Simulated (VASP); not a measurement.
# SrTiO3 (Pmm2) in VASP: a series of runs, part 2 of 3

VASP 6.6.1.

**3. Single point, PBE (mode 1 frozen in at -0.077 Å, strain +e along z and -e/2 along x and y -0.0700)**

Input file INCAR:

```
  ALGO = Normal
  EDIFF = 1E-6
  ENCUT = 520
  GGA = PE
  ISIF = 2
  ISMEAR = 0
  LASPH = True
  LCHARG = False
  LREAL = False
  LWAVE = False
  NBANDS = 28
  NELM = 100
  PREC = Accurate
  SIGMA = 0.05
```

Input file KPOINTS:

```
k-points
0
Gamma
  8 8 8
```

Input file POSCAR:

```
SrTiO3
1.0
    4.0741837684      0.0000000000      0.0000000000
    0.0000000000      4.0741837684      0.0000000000
    0.0000000000      0.0000000000      3.6608607774
Sr Ti O
1 1 3
Direct
    0.0027341017      0.0000000000      0.0000000000
    0.5129076915      0.5000000000      0.5000000000
   -0.0195101656      0.5000000000      0.5000000000
    0.4829592060      0.0000000000      0.5000000000
    0.4829592060      0.5000000000      0.0000000000
```

Potentials or basis: VASP PAW PBE potentials, release 64 (Sr_sv, Ti_sv, O).

Launch:

```bash
cat potpaw_PBE.64/Sr_sv/POTCAR potpaw_PBE.64/Ti_sv/POTCAR potpaw_PBE.64/O/POTCAR > POTCAR
mpirun -np 1 vasp_std > vasp.out
```

It took 3 min on 1 thread of Intel Xeon Platinum 8259CL at 2.50GHz (Skylake/Cascade Lake), shared host; peak memory 0.32 GiB.

The run converged. Its results:

| Quantity | Value |
| --- | --- |
| Free energy | -39.7748 eV |
| Pressure | 5.1 GPa |
| Largest force | 0.415 eV/Å |
| Band gap on the k mesh | 1.95 eV, indirect (least direct gap 2.42 eV) |

Forces in eV/Å, atoms in the order of the input:
```
Sr   0.095  0.000  0.000
Ti   0.405  0.000  0.000
O   -0.192  0.000  0.000
O    0.107  0.000  0.000
O   -0.415  0.000  0.000
```

Stress tensor (GPa, compression positive):
```
-2.83  0.00  0.00
 0.00 -5.07  0.00
 0.00  0.00 23.20
```

Levels at points of the mesh, in eV from the valence-band top:
```tsv
k point	band 17	band 18	band 19	band 20	band 21	band 22	band 23	band 24
(0.00, 0.00, 0.00)	-1.05	-0.59	-0.52	-0.47	1.95	2.00	2.32	3.99
(0.50, 0.00, 0.00)	-1.96	-1.92	-0.66	-0.65	2.07	3.51	3.61	4.31
(0.00, 0.50, 0.00)	-1.88	-1.79	-1.00	-0.85	2.41	3.42	3.44	4.45
(0.50, 0.50, 0.00)	-1.98	-1.98	-1.55	-0.40	3.44	3.61	3.82	5.98
(0.00, 0.00, 0.50)	-2.33	-2.00	-1.03	-0.95	2.23	3.99	4.41	4.44
(0.50, 0.00, 0.50)	-1.72	-1.38	-1.37	-0.23	3.54	4.44	4.54	4.82
(0.00, 0.50, 0.50)	-1.76	-1.52	-1.48	-0.16	3.46	4.45	4.58	4.73
(0.50, 0.50, 0.50)	-3.18	-0.24	-0.10	0.00	4.05	4.69	4.71	6.59
```

Caveat: the cell differs from its parent crystal (mode 1 frozen in at -0.077 Å, strain +e along z and -e/2 along x and y -0.0700). A k mesh can miss the band edges.

**4. Single point, PBE (mode 1 frozen in at -0.058 Å, strain +e along z and -e/2 along x and y -0.0467)**

Input file INCAR:

```
SYSTEM = SrTiO3
ALGO = Normal
EDIFF = 1E-6
ENCUT = 520
GGA = PE
ISIF = 2
ISMEAR = 0
LASPH = .TRUE.
LCHARG = .FALSE.
LREAL = .FALSE.
LWAVE = .FALSE.
NBANDS = 28
NELM = 80
PREC = Accurate
SIGMA = 0.05
```

Input file KPOINTS:

```
k-points
0
G
  8 8 8
  0 0 0
```

Input file POSCAR:

```
SrTiO3
1.0
    4.0283245985      0.0000000000      0.0000000000
    0.0000000000      4.0283245985      0.0000000000
    0.0000000000      0.0000000000      3.7525791173
Sr Ti O
1 1 3
Direct
    0.0020505763      0.0000000000      0.0000000000
    0.5096807686      0.5000000000      0.5000000000
   -0.0146326242      0.5000000000      0.5000000000
    0.4872194045      0.0000000000      0.5000000000
    0.4872194045      0.5000000000      0.0000000000
```

Launch:

```bash
cat potpaw_PBE.64/Sr_sv/POTCAR potpaw_PBE.64/Ti_sv/POTCAR potpaw_PBE.64/O/POTCAR > POTCAR
mpirun -np 1 vasp_std > vasp.out
```

Run time: 7 min. Hardware: 1 thread of AMD EPYC 7R13, shared host; peak memory 0.29 GiB.

Results (log left out):

```
Free energy            : -39.9665 eV
Pressure               : 2.8 GPa
Largest force          : 0.227 eV/Å
Band gap on the k mesh : 1.88 eV, indirect (least direct gap 2.33 eV)
```

Forces on the atoms (eV/Å):
```
Sr   0.065  0.000  0.000
Ti   0.227  0.000  0.000
O   -0.129  0.000  0.000
O    0.038  0.000  0.000
O   -0.201  0.000  0.000
```

Stress tensor (GPa, compression positive):
```
-2.17  0.00  0.00
 0.00 -3.47  0.00
 0.00  0.00 14.00
```

Levels at points of the mesh, in eV from the valence-band top:
```csv
k point,band 16,band 17,band 18,band 19,band 20,band 21,band 22,band 23,band 24,band 25
"(0.00, 0.00, 0.00)",-1.24,-1.07,-0.52,-0.49,-0.46,1.88,1.90,2.07,3.99,4.42
"(0.50, 0.00, 0.00)",-2.23,-2.07,-1.95,-0.71,-0.70,2.01,3.52,3.56,4.26,6.34
"(0.00, 0.50, 0.00)",-2.16,-1.98,-1.94,-0.91,-0.80,2.19,3.47,3.47,4.34,6.23
"(0.50, 0.50, 0.00)",-2.44,-1.84,-1.84,-1.66,-0.30,3.48,3.57,3.88,5.64,7.52
"(0.00, 0.00, 0.50)",-2.82,-2.35,-1.99,-0.95,-0.89,2.10,3.99,4.12,4.14,6.46
"(0.50, 0.00, 0.50)",-2.84,-1.75,-1.44,-1.44,-0.16,3.53,4.13,4.34,4.87,7.72
"(0.00, 0.50, 0.50)",-2.75,-1.78,-1.53,-1.51,-0.12,3.49,4.14,4.35,4.82,7.70
"(0.50, 0.50, 0.50)",-3.78,-3.35,-0.17,-0.06,0.00,4.10,4.51,4.51,6.64,6.75
```

Caveat: the cell differs from its parent crystal (mode 1 frozen in at -0.058 Å, strain +e along z and -e/2 along x and y -0.0467).

**5. Single point, PBE (mode 1 frozen in at -0.096 Å, strain +e along z and -e/2 along x and y -0.0467)**

Input file INCAR:

```
PREC     = Accurate       # precision mode
ENCUT    = 520            # plane-wave cutoff, eV
EDIFF    = 1E-7           # SCF threshold, eV
ISMEAR   = 0              # smearing method
SIGMA    = 0.05           # smearing width, eV
LREAL    = False          # projectors in reciprocal space
LASPH    = True           # aspherical terms in the spheres
NELM     = 100            # most SCF steps
ALGO     = Normal         # electronic algorithm
ISIF     = 2              # what is computed and relaxed
LWAVE    = False          # write WAVECAR
LCHARG   = False          # write CHGCAR
GGA      = PE             # functional
NBANDS   = 28             # bands
```

Input file KPOINTS:

```
Automatic mesh
0
Gamma
  8 8 8
```

Input file POSCAR:

```
SrTiO3
1.0
    4.0283245985      0.0000000000      0.0000000000
    0.0000000000      4.0283245985      0.0000000000
    0.0000000000      0.0000000000      3.7525791173
Sr Ti O
1 1 3
Direct
    0.0034176272      0.0000000000      0.0000000000
    0.5161346144      0.5000000000      0.5000000000
   -0.0243877070      0.5000000000      0.5000000000
    0.4786990076      0.0000000000      0.5000000000
    0.4786990076      0.5000000000      0.0000000000
```

Potentials or basis: VASP PAW PBE potentials, release 64 (Sr_sv, Ti_sv, O).

Launch:

```bash
cat potpaw_PBE.64/Sr_sv/POTCAR potpaw_PBE.64/Ti_sv/POTCAR potpaw_PBE.64/O/POTCAR > POTCAR
mpirun -np 1 vasp_std > vasp.out
```

OUTCAR:

```text
PREC = Accurate
   ENCUT = 520
   EDIFF = 1E-7
   ISMEAR = 0
   LREAL = False
   LASPH = True
   NELM = 100
   ISIF = 2
   GGA = PE

 ion  position               nearest neighbor table
   1  0.003  0.000  0.000-   4 2.68   4 2.68   3 2.75   3 2.75   3 2.75   3 2.75   5 2.78   5 2.78
                             4 2.83   4 2.83   5 2.92   5 2.92   2 3.38   2 3.38   2 3.38   2 3.38
   2  0.516  0.500  0.500-   3 1.85   5 1.88   5 1.88   4 2.02   4 2.02   3 2.18   1 3.38   1 3.38
                             1 3.38   1 3.38   1 3.44   1 3.44   1 3.44   1 3.44
   3  0.976  0.500  0.500-   2 1.85   2 2.18   1 2.75   1 2.75   1 2.75   1 2.75
   4  0.479  0.000  0.500-   2 2.02   2 2.02   1 2.68   1 2.68   1 2.83   1 2.83
   5  0.479  0.500  0.000-   2 1.88   2 1.88   1 2.78   1 2.78   1 2.92   1 2.92

  LATTYP: Found a simple tetragonal cell.
 ALAT       =     4.0283245985
 C/A-ratio  =     0.9315483461

  Lattice vectors:

 A1 = (   4.0283245985,   0.0000000000,   0.0000000000)
 A2 = (   0.0000000000,   4.0283245985,   0.0000000000)
 A3 = (   0.0000000000,   0.0000000000,   3.7525791173)

Analysis of symmetry for initial positions (statically):
=====================================================================
 Subroutine PRICEL returns:
 Original cell was already a primitive cell.

 Routine SETGRP: Setting up the symmetry group for a
 simple tetragonal supercell.

 Subroutine GETGRP returns: Found  4 space group operations
 (whereof  4 operations were pure point group operations)
 out of a pool of 16 trial point group operations.

The static configuration has the point symmetry C_2v.

Analysis of symmetry for dynamics (positions and initial velocities):
=====================================================================
 Subroutine PRICEL returns:
 Original cell was already a primitive cell.

 Routine SETGRP: Setting up the symmetry group for a
 simple tetragonal supercell.

[... 125 lines left out ...]
   ISMEAR =     0;   SIGMA  =   0.05  broadening in eV -4-tet -1-fermi 0-gaus
   EFERMI_NEDOS =   21; number of points for ismear=-14 and -15
   IALGO  =     38    algorithm
   IMIX   =      4    mixing-type and parameters
     AMIX     =   0.40;   BMIX     =  1.00
     AMIX_MAG =   1.60;   BMIX_MAG =  1.00
  volume/ion in A,a.u.               =      12.18        82.19
  Fermi-wavevector in a.u.,A,eV,Ry     =   1.423099  2.689268 27.554681  2.025212
  Thomas-Fermi vector in A             =   2.543733
   LORBIT       =      0    0 simple, 1 ext, 2 COOP (PROOUT), +10 PAW based schemes
   GGA     = PE    functional components
   LHFCALC =     F    Hartree Fock is set to
   AEXX    =    0.0000 exact exchange contribution
   IVDW    =     0    specifies the selected vdW correction
   LEPSILON=     F    determine dielectric tensor
   LRPA    =     F    only Hartree local field effects (RPA)
 non-spin polarized calculation
 Gauss-broadening in eV      SIGMA  =   0.05
  energy-cutoff  :      520.00
  volume of cell :       60.89
 maximum number of plane-waves:      1660
 NGX is ok and might be reduce to    30
   NGX = 15   NGY = 15   NGZ = 13

 number of electron      39.9999981 magnetization

 Free energy of the ion-electron system (eV)
  ---------------------------------------------------
  ext. energy  EPLUGINS =         0.00000000
  ---------------------------------------------------
  free energy    TOTEN  =       -39.97783304 eV

  energy without entropy =      -39.97783304  energy(sigma->0) =      -39.97783304

 E-fermi :   4.3065     XC(G=0): -11.1416

 val. band max:        4.0530842874   @ k =   0.5000   0.5000   0.5000
 cond. band min:       5.9638547936   @ k =   0.0000   0.0000   0.0000
 fundamental gap:      1.9107705062
 Fermi energy:         4.3065237649

 k-point     1 :       0.0000    0.0000    0.0000
  band No.  band energies     occupation
      1     -52.4083      2.00000
      2     -28.8915      2.00000
      3     -28.6916      2.00000
      4     -28.6903      2.00000
      5     -28.6272      2.00000
      6     -13.4470      2.00000
[... 733 lines left out ...]
     27      11.7271      0.00000
     28      13.2385      0.00000

 [... further k-points ...]
[... 5 lines left out ...]
  --------------------------------------------------------------------------------------
  -------------------------------------------------------------------------------------
  Total        0.1811533     -1.2567202      5.1892863      0.0000000      0.0000000      0.0000000
  in kB        4.7662627    -33.0651441    136.5335671      0.0000000      0.0000000      0.0000000
  external PRESSURE =      36.0782286 kB  Pullay stress =       0.0000000 kB

 VOLUME and BASIS-vectors are now :
 -----------------------------------------------------------------------------
  energy-cutoff  :      520.00
  volume of cell :       60.89
      direct lattice vectors                 reciprocal lattice vectors
     4.028324599  0.000000000  0.000000000     0.248242160  0.000000000  0.000000000
     0.000000000  4.028324599  0.000000000     0.000000000  0.248242160  0.000000000
     0.000000000  0.000000000  3.752579117     0.000000000  0.000000000  0.266483389

 POSITION                                       TOTAL-FORCE (eV/Angst)
 -----------------------------------------------------------------------------------
      0.01377      0.00000      0.00000         0.118933      0.000000      0.000000
      2.07916      2.01416      1.87629        -0.053332      0.000000      0.000000
      3.93008      2.01416      1.87629         0.102522      0.000000      0.000000
      1.92835      0.00000      1.87629         0.098421      0.000000      0.000000
      1.92835      2.01416      0.00000        -0.266545      0.000000      0.000000
 -----------------------------------------------------------------------------------
    total drift:                               -0.000422      0.000000     -0.000002

  FREE ENERGIE OF THE ION-ELECTRON SYSTEM (eV)
  ---------------------------------------------------
  free  energy   TOTEN  =       -39.9778330372 eV

  energy  without entropy=      -39.9778330372  energy(sigma->0) =      -39.97783304
```

stdout:

```text
POSCAR found type information on POSCAR SrTiO
 POSCAR found :  3 types and       5 ions
 scaLAPACK will be used
 LDA part: xc-table for (Slater+PW92), standard interpolation
 POSCAR, INCAR and KPOINTS ok, starting setup
 FFT: planning ... GRIDC
 FFT: planning ... GRID_SOFT
 FFT: planning ... GRID
 WAVECAR not read
 entering main loop
```

Wall time 8.4 min (1 thread of AMD EPYC 7R13, shared host); peak memory 0.29 GiB.

Results:

```
Free energy            : -39.9778 eV
Pressure               : 3.6 GPa
Largest force          : 0.267 eV/Å
Band gap on the k mesh : 1.91 eV, indirect (least direct gap 2.48 eV)
```

Forces in eV/Å, atoms in the order of the input:
```
Sr   0.119  0.000  0.000
Ti  -0.053  0.000  0.000
O    0.103  0.000  0.000
O    0.098  0.000  0.000
O   -0.267  0.000  0.000
```

Stress tensor (GPa, compression positive):
```
 0.48  0.00  0.00
 0.00 -3.31  0.00
 0.00  0.00 13.65
```

Levels at points of the mesh, in eV from the valence-band top:
| k point | band 18 | band 19 | band 20 | band 21 | band 22 | band 23 |
| --- | --- | --- | --- | --- | --- | --- |
| (0.00, 0.00, 0.00) | -0.71 | -0.59 | -0.57 | 1.91 | 2.16 | 2.40 |
| (0.50, 0.00, 0.00) | -2.00 | -0.71 | -0.70 | 2.05 | 3.64 | 3.72 |
| (0.00, 0.50, 0.00) | -1.93 | -1.20 | -0.97 | 2.50 | 3.47 | 3.52 |
| (0.50, 0.50, 0.00) | -1.84 | -1.66 | -0.39 | 3.50 | 3.73 | 3.91 |
| (0.00, 0.00, 0.50) | -2.04 | -1.17 | -1.03 | 2.34 | 4.10 | 4.15 |
| (0.50, 0.00, 0.50) | -1.46 | -1.44 | -0.24 | 3.66 | 4.14 | 4.33 |
| (0.00, 0.50, 0.50) | -1.66 | -1.63 | -0.12 | 3.54 | 4.17 | 4.35 |
| (0.50, 0.50, 0.50) | -0.26 | -0.15 | 0.00 | 4.13 | 4.50 | 4.51 |

Caveat: the cell differs from its parent crystal (mode 1 frozen in at -0.096 Å, strain +e along z and -e/2 along x and y -0.0467). A k mesh can miss the band edges.

(Continued in part 3 of 3.)
